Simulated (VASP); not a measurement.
# PmO (R-3m) in VASP: single point with LDA+U

Aim: the single point of PmO with LDA+U.

Program: VASP 6.6.1. These are calculated values, not measurements. Logs are shortened: lines on timing, memory, paths and dates and some standing lists are left out, and cuts for length are marked.

### 1 The cell of the first run

Symmetry: R-3m, No. 166, trigonal system. Conventional cell: a = 2.423 Å, b = 2.423 Å, c = 11.595 Å, α = 90.00°, β = 90.00°, γ = 120.00°. Pm (site symmetry -3m) has 6 O at 2.39 Å and 6 Pm at 2.42 Å within 3.2 Å. Within 3.2 Å of O (site symmetry -3m) lie 6 Pm at 2.39 Å and 6 O at 2.42 Å.

### 2 Single point, LDA+U

INCAR

```
SYSTEM = PmO
PREC = Accurate
ENCUT = 520
EDIFF = 1E-7
ISMEAR = 0
SIGMA = 0.05
LREAL = .False.
LASPH = .True.
NELM = 150
ALGO = Normal
ISIF = 2
LWAVE = .False.
LCHARG = .False.
LMAXMIX = 6
LDAU = .True.
LDAUTYPE = 2
LDAUL = 3 -1
LDAUU = 7 0
LDAUJ = 0 0
LDAUPRINT = 1
GGA = CA
NBANDS = 18
```

KPOINTS

```
regular mesh
0
Gamma
  9 9 9
  0 0 0
```

POSCAR

```
PmO
1.0
    1.2114095000      0.6994076000      3.8651574800
   -1.2114095000      0.6994076000      3.8651574800
    0.0000000000     -1.3988152000      3.8651574800
Pm O
1 1
Direct
    0.5000000000      0.5000000000      0.5000000000
    0.0000000000      0.0000000000      0.0000000000
```

Potentials or basis: VASP PAW PBE potentials, release 64 (Pm, O).

Started as:

```console
cat potpaw_PBE.64/Pm/POTCAR potpaw_PBE.64/O/POTCAR > POTCAR
mpirun -np 1 vasp_std > vasp.out
```

OUTCAR:

```text
SYSTEM = PmO
   PREC = Accurate
   ENCUT = 520
   EDIFF = 1E-7
   ISMEAR = 0
   LREAL = .False.
   LASPH = .True.
   NELM = 150
   ISIF = 2
   GGA = CA

 ion  position               nearest neighbor table
   1  0.500  0.500  0.500-   2 2.39   2 2.39   2 2.39   2 2.39   2 2.39   2 2.39
   2  0.000  0.000  0.000-   1 2.39   1 2.39   1 2.39   1 2.39   1 2.39   1 2.39

  LATTYP: Found a trigonal (rhomboedric) cell.
 ALAT       =     4.1104897899
 COS(alpha) =     0.8262900091

  Lattice vectors:

 A1 = (   1.2114095000,   0.6994076000,   3.8651574800)
 A2 = (  -1.2114095000,   0.6994076000,   3.8651574800)
 A3 = (   0.0000000000,  -1.3988152000,   3.8651574800)

Analysis of symmetry for initial positions (statically):
=====================================================================
 Subroutine PRICEL returns:
 Original cell was already a primitive cell.

 Routine SETGRP: Setting up the symmetry group for a
 trigonal (rhombohedral) supercell.

 Subroutine GETGRP returns: Found 12 space group operations
 (whereof 12 operations were pure point group operations)
 out of a pool of 12 trial point group operations.

The static configuration has the point symmetry D_3d.

Analysis of symmetry for dynamics (positions and initial velocities):
=====================================================================
 Subroutine PRICEL returns:
 Original cell was already a primitive cell.

 Routine SETGRP: Setting up the symmetry group for a
 trigonal (rhombohedral) supercell.

 Subroutine GETGRP returns: Found 12 space group operations
 (whereof 12 operations were pure point group operations)
 out of a pool of 12 trial point group operations.

The dynamic configuration has the point symmetry D_3d.

 Subroutine INISYM returns: Found 12 space group operations
 (whereof 12 operations are pure point group operations),
 and found     1 'primitive' translations

----------------------------------------------------------------------------------------

                                     Primitive cell

  volume of cell :      19.6490

  direct lattice vectors                    reciprocal lattice vectors
     1.211409500  0.699407600  3.865157480     0.412742347  0.238296905  0.086240557
    -1.211409500  0.699407600  3.865157480    -0.412742347  0.238296905  0.086240557
     0.000000000 -1.398815200  3.865157480     0.000000000 -0.476593811  0.086240557

  length of vectors
     4.110489790  4.110489790  4.110489789     0.484333659  0.484333659  0.484333660

  position of ions in fractional coordinates (direct lattice)
     0.500000000  0.500000000  0.500000000
     0.000000000  0.000000000  0.000000000

  ion indices of the primitive-cell ions
   primitive index   ion index
                 1           1
                 2           2

----------------------------------------------------------------------------------------

 KPOINTS: regular mesh

Automatic generation of k-mesh.
 Grid dimensions read from file:
[... 78 lines left out ...]
   EMIN   =  10.00;   EMAX   =-10.00  energy-range for DOS
   EFERMI =   0.00;   METHOD = LEGACY
   ISMEAR =     0;   SIGMA  =   0.05  broadening in eV -4-tet -1-fermi 0-gaus
   EFERMI_NEDOS =   21; number of points for ismear=-14 and -15
   IALGO  =     38    algorithm
   IMIX   =      4    mixing-type and parameters
     AMIX     =   0.40;   BMIX     =  1.00
     AMIX_MAG =   1.60;   BMIX_MAG =  1.00
  volume/ion in A,a.u.               =       9.82        66.30
  Fermi-wavevector in a.u.,A,eV,Ry     =   1.673791  3.163007 38.117780  2.801578
  Thomas-Fermi vector in A             =   2.758701
   LORBIT       =      0    0 simple, 1 ext, 2 COOP (PROOUT), +10 PAW based schemes
 LDA+U is selected, type is set to LDAUTYPE =  2
   angular momentum for each species LDAUL =     3   -1
   U (eV)           for each species LDAUU =   7.0  0.0
   J (eV)           for each species LDAUJ =   0.0  0.0
   GGA     = CA    functional components
   LHFCALC =     F    Hartree Fock is set to
   AEXX    =    0.0000 exact exchange contribution
   IVDW    =     0    specifies the selected vdW correction
   LEPSILON=     F    determine dielectric tensor
   LRPA    =     F    only Hartree local field effects (RPA)
 non-spin polarized calculation
 Gauss-broadening in eV      SIGMA  =   0.05
  energy-cutoff  :      520.00
  volume of cell :       19.65
 maximum number of plane-waves:       542
   NGX = 15   NGY = 15   NGZ = 15

atom =   1  type =  1  l = 3

 onsite density matrix

spin component  1

  0.2242  0.0000 -0.0000  0.0886 -0.0000 -0.0000  0.0000
  0.0000  0.4219  0.0000 -0.0000  0.1614 -0.0000 -0.0000
 -0.0000  0.0000  0.1074 -0.0000 -0.0000  0.1614 -0.0000
  0.0886 -0.0000 -0.0000  0.4201 -0.0000 -0.0000  0.0000
 -0.0000  0.1614 -0.0000 -0.0000  0.1074 -0.0000 -0.0000
 -0.0000 -0.0000  0.1614 -0.0000 -0.0000  0.4219 -0.0000
  0.0000 -0.0000 -0.0000  0.0000 -0.0000 -0.0000  0.5151

spin component  2

  0.2242  0.0000 -0.0000  0.0886 -0.0000 -0.0000  0.0000
  0.0000  0.4219  0.0000 -0.0000  0.1614 -0.0000 -0.0000
 -0.0000  0.0000  0.1074 -0.0000 -0.0000  0.1614 -0.0000
  0.0886 -0.0000 -0.0000  0.4201 -0.0000 -0.0000  0.0000
 -0.0000  0.1614 -0.0000 -0.0000  0.1074 -0.0000 -0.0000
 -0.0000 -0.0000  0.1614 -0.0000 -0.0000  0.4219 -0.0000
  0.0000 -0.0000 -0.0000  0.0000 -0.0000 -0.0000  0.5151

 occupancies and eigenvectors

  o =  0.0394  v =  0.0000 -0.0000  0.9214 -0.0000  0.0000 -0.3887  0.0000  0.0000  0.0000  0.0000  0.0000  0.0000  0.0000  0.0000      0.0000  0.0000  0.0000  0.0000  0.0000  0.0000  0.0000  0.0000  0.0000  0.0000  0.0000  0.0000  0.0000  0.0000
  o =  0.0394  v =  0.0000  0.0000  0.0000  0.0000  0.0000  0.0000  0.0000  0.0000 -0.0000  0.9214 -0.0000  0.0000 -0.3887  0.0000      0.0000  0.0000  0.0000  0.0000  0.0000  0.0000  0.0000  0.0000  0.0000  0.0000  0.0000  0.0000  0.0000  0.0000
  o =  0.0394  v =  0.0000  0.3887  0.0000 -0.0000 -0.9214 -0.0000 -0.0000  0.0000  0.0000  0.0000  0.0000  0.0000  0.0000  0.0000      0.0000  0.0000  0.0000  0.0000  0.0000  0.0000  0.0000  0.0000  0.0000  0.0000  0.0000  0.0000  0.0000  0.0000
  o =  0.0394  v =  0.0000  0.0000  0.0000  0.0000  0.0000  0.0000  0.0000  0.0000  0.3887  0.0000 -0.0000 -0.9214 -0.0000 -0.0000      0.0000  0.0000  0.0000  0.0000  0.0000  0.0000  0.0000  0.0000  0.0000  0.0000  0.0000  0.0000  0.0000  0.0000
  o =  0.1901  v =  0.0000  0.0000  0.0000  0.0000  0.0000  0.0000  0.0000  0.9332 -0.0000 -0.0000 -0.3593 -0.0000  0.0000 -0.0000      0.0000  0.0000  0.0000  0.0000  0.0000  0.0000  0.0000  0.0000  0.0000  0.0000  0.0000  0.0000  0.0000  0.0000
  o =  0.1901  v =  0.9332 -0.0000 -0.0000 -0.3593 -0.0000  0.0000 -0.0000  0.0000  0.0000  0.0000  0.0000  0.0000  0.0000  0.0000      0.0000  0.0000  0.0000  0.0000  0.0000  0.0000  0.0000  0.0000  0.0000  0.0000  0.0000  0.0000  0.0000  0.0000
  o =  0.4542  v =  0.0000  0.0000  0.0000  0.0000  0.0000  0.0000  0.0000 -0.3593 -0.0000 -0.0000 -0.9332 -0.0000 -0.0000 -0.0000      0.0000  0.0000  0.0000  0.0000  0.0000  0.0000  0.0000  0.0000  0.0000  0.0000  0.0000  0.0000  0.0000  0.0000
  o =  0.4542  v = -0.3593 -0.0000 -0.0000 -0.9332 -0.0000 -0.0000 -0.0000  0.0000  0.0000  0.0000  0.0000  0.0000  0.0000  0.0000      0.0000  0.0000  0.0000  0.0000  0.0000  0.0000  0.0000  0.0000  0.0000  0.0000  0.0000  0.0000  0.0000  0.0000
  o =  0.4900  v = -0.0000 -0.0000  0.3887 -0.0000 -0.0000  0.9214 -0.0000  0.0000  0.0000  0.0000  0.0000  0.0000  0.0000  0.0000      0.0000  0.0000  0.0000  0.0000  0.0000  0.0000  0.0000  0.0000  0.0000  0.0000  0.0000  0.0000  0.0000  0.0000
  o =  0.4900  v =  0.0000  0.0000  0.0000  0.0000  0.0000  0.0000  0.0000 -0.0000 -0.0000  0.3887 -0.0000 -0.0000  0.9214 -0.0000      0.0000  0.0000  0.0000  0.0000  0.0000  0.0000  0.0000  0.0000  0.0000  0.0000  0.0000  0.0000  0.0000  0.0000
  o =  0.4900  v = -0.0000  0.9214  0.0000 -0.0000  0.3887  0.0000  0.0000  0.0000  0.0000  0.0000  0.0000  0.0000  0.0000  0.0000      0.0000  0.0000  0.0000  0.0000  0.0000  0.0000  0.0000  0.0000  0.0000  0.0000  0.0000  0.0000  0.0000  0.0000
  o =  0.4900  v =  0.0000  0.0000  0.0000  0.0000  0.0000  0.0000  0.0000 -0.0000  0.9214  0.0000 -0.0000  0.3887  0.0000  0.0000      0.0000  0.0000  0.0000  0.0000  0.0000  0.0000  0.0000  0.0000  0.0000  0.0000  0.0000  0.0000  0.0000  0.0000
  o =  0.5151  v =  0.0000  0.0000  0.0000  0.0000  0.0000  0.0000  0.0000  0.0000 -0.0000  0.0000  0.0000 -0.0000 -0.0000  1.0000      0.0000  0.0000  0.0000  0.0000  0.0000  0.0000  0.0000  0.0000  0.0000  0.0000  0.0000  0.0000  0.0000  0.0000
  o =  0.5151  v =  0.0000 -0.0000  0.0000  0.0000 -0.0000 -0.0000  1.0000  0.0000  0.0000  0.0000  0.0000  0.0000  0.0000  0.0000      0.0000  0.0000  0.0000  0.0000  0.0000  0.0000  0.0000  0.0000  0.0000  0.0000  0.0000  0.0000  0.0000  0.0000

 number of electron      21.0000001 magnetization

 Free energy of the ion-electron system (eV)
  ---------------------------------------------------
  ext. energy  EPLUGINS =         0.00000000
  ---------------------------------------------------
  free energy    TOTEN  =        -3.76114134 eV

  energy without entropy =       -3.75316822  energy(sigma->0) =       -3.75715478

 E-fermi :  12.0789     XC(G=0): -14.7296

 val. band max:       12.0694330668   @ k =  -0.1111   0.1111   0.0000
 cond. band min:      12.0797166047   @ k =   0.2222  -0.0000   0.0000
 fundamental gap:      0.0102835380
 Fermi energy:        12.0788575490

 k-point     1 :       0.0000    0.0000    0.0000
  band No.  band energies     occupation
      1     -28.9890      2.00000
      2      -8.8609      2.00000
      3      -6.8715      2.00000
      4      -0.4024      2.00000
      5      -0.4024      2.00000
      6      10.0426      2.00000
[... 481 lines left out ...]
      5      -3.8982      2.00000
      6       7.2072      2.00000
[... 10 lines left out ...]
     17      15.7704      0.00000
     18      20.8955      0.00000

 [... further k-points ...]
[... 5 lines left out ...]
  --------------------------------------------------------------------------------------
  -------------------------------------------------------------------------------------
  Total       18.3078938     18.3078937     -3.6067702      0.0000000      0.0000000     -0.0000000
  in kB     1492.8260345   1492.8260306   -294.0961199      0.0000000      0.0000000     -0.0000000
  external PRESSURE =     897.1853150 kB  Pullay stress =       0.0000000 kB

 VOLUME and BASIS-vectors are now :
 -----------------------------------------------------------------------------
  energy-cutoff  :      520.00
  volume of cell :       19.65
      direct lattice vectors                 reciprocal lattice vectors
     1.211409500  0.699407600  3.865157480     0.412742347  0.238296905  0.086240557
    -1.211409500  0.699407600  3.865157480    -0.412742347  0.238296905  0.086240557
     0.000000000 -1.398815200  3.865157480     0.000000000 -0.476593811  0.086240557

 POSITION                                       TOTAL-FORCE (eV/Angst)
 -----------------------------------------------------------------------------------
      0.00000      0.00000      5.79774         0.000000      0.000000     -0.000000
      0.00000      0.00000      0.00000        -0.000000      0.000000      0.000000
 -----------------------------------------------------------------------------------
    total drift:                               -0.000000      0.000000      0.000000

  FREE ENERGIE OF THE ION-ELECTRON SYSTEM (eV)
  ---------------------------------------------------
  free  energy   TOTEN  =        -3.7611413383 eV

  energy  without entropy=       -3.7531682213  energy(sigma->0) =       -3.75715478
```

It took 3.8 min on 1 thread of Intel Xeon Platinum 8488C (Sapphire Rapids), shared host; peak memory 0.19 GiB.

What came out:

```
Free energy : -3.7611 eV
Pressure    : 89.7 GPa
```

Eigenvalues of the final occupation matrices:
```
    site  spin  trace                         eigenvalues
site 1 f     1   2.22  0.04 0.04 0.19 0.45 0.49 0.49 0.52
site 1 f     2   2.22  0.04 0.04 0.19 0.45 0.49 0.49 0.52
```

Caveat: the PAW data sets were made with another functional, which shifts forces and pressure a little; spin-orbit coupling is left out, which moves the levels of the heavy elements; an odd number of electrons without spin polarisation forces a metal; a magnetic or distorted state may lie lower; U without spin polarisation on a metal has little footing. Spin polarisation is off, so any magnetic state and its effect on volume and gap are missing.
